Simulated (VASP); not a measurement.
A run of VASP 6.6.1 is set up as follows.

File INCAR:

```
PREC = Accurate
ENCUT = 520
EDIFF = 1E-6
ISMEAR = 0
SIGMA = 0.15
LREAL = False
LASPH = True
NELM = 60
ALGO = Fast
ISIF = 2
LWAVE = False
LCHARG = False
GGA = PE
NBANDS = 26
```

KPOINTS

```
Automatic mesh
0
Gamma
  10 10 10
```

Contents of POSCAR:

```
Al2Cu
1.0
   -2.9959000000      2.9959000000      2.3680500000
    2.9959000000     -2.9959000000      2.3680500000
    2.9959000000      2.9959000000     -2.3680500000
Al Cu
4 2
Direct
    0.1587211657      0.6587211657      0.8174423314
    0.6587211657      0.8412788343      0.5000000000
    0.8412788343      0.3412788343      0.1825576686
    0.3412788343      0.1587211657      0.5000000000
    0.7500000000      0.7500000000      0.0000000000
    0.2500000000      0.2500000000      0.0000000000
```

Potentials or basis: VASP PAW PBE potentials, release 64 (Al, Cu).

Run with:

```console
$ cat potpaw_PBE.64/Al/POTCAR potpaw_PBE.64/Cu/POTCAR > POTCAR
$ mpirun -np 1 vasp_std > vasp.out
```

(1) Predict the band gap on the k mesh.

(2) Predict the pressure.

(3) What does it give for the largest force?

## Answers

(1) zero (band 17 reaches 11.28 eV, above the bottom of band 18 at 6.60 eV).

(2) 5.8 GPa.

(3) 0.102 eV/Å.
